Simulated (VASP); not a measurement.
Crystal: MgH2.

```
CELL_PARAMETERS angstrom
4.47696 0.00000 0.00000
0.00000 4.47696 0.00000
0.00000 0.00000 3.00752
ATOMIC_POSITIONS crystal
Mg 0.00000 0.00000 0.00000
Mg 0.50000 0.50000 0.50000
H 0.30454 0.30454 0.00000
H 0.19546 0.80454 0.50000
H 0.69546 0.69546 0.00000
H 0.80454 0.19546 0.50000
```

Base run:

| Quantity | Value |
| --- | --- |
| Program | VASP 6.6.1 |
| Functional | r2SCAN |
| Potentials or basis | VASP PAW PBE potentials, release 64 (Mg, H) |
| Cutoff | 660 eV |
| k mesh | 6 × 6 × 8 |
| Occupations | gaussian, width 0.02 eV |
| Spin | no spin polarisation |

Its results: band gap on the k mesh 4.42 eV (least direct gap 5.24 eV); pressure -0.4 GPa.

**Question.** The run is repeated on the same cell with these changes: functional from r2SCAN to PBEsol; cutoff from 660 eV to 600 eV. What comes out?

**Answer.** Band gap on the k mesh 3.58 eV (least direct gap 4.40 eV); pressure -0.1 GPa.

Caveats: the PAW data sets were made with another functional, which shifts forces and pressure a little.

A k mesh can miss the band edges.
